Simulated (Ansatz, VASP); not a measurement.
# BaCu3 in VASP and in Ansatz

```
Ba Cu
1.0
     4.44997    0.00000    0.00000
     0.00000    4.49447    0.00000
     0.00000    0.00000    4.44997
Ba Cu
1 3
Direct
  0.00000 0.00000 0.00000
  0.00000 0.50000 0.50000
  0.50000 0.50000 0.00000
  0.50000 0.00000 0.50000
```

Change from the starting cell: strain e2 = +0.01, atoms carried along.

Alike in both runs: task single point; functional PBE; k mesh 8 × 8 × 8; occupations gaussian, width 0.05 eV; no spin polarisation.

|  | VASP | Ansatz |
| --- | --- | --- |
| version | VASP 6.6.1 | Ansatz 0.2.0 |
| potentials or method | VASP PAW PBE potentials, release 64 (Ba_sv, Cu), cutoff 520 eV | scalar-relativistic, plane waves, PAW |
| valence electrons in the cell | 43 | 67 |

Ansatz gave:

* gap on the k mesh at the Fermi level (eV): none
* pressure (GPa): -0.3

Problem. Estimate VASP's values.

Solution. gap on the k mesh at the Fermi level (eV): none; pressure (GPa): 0.4.

A gap of «none» marks a metal or a gap that the smearing closes. VASP's potentials hold 43 valence electrons a cell and Ansatz's 67, so a difference there can come from the potentials and not from the codes.

Neither program's run includes spin-orbit coupling.
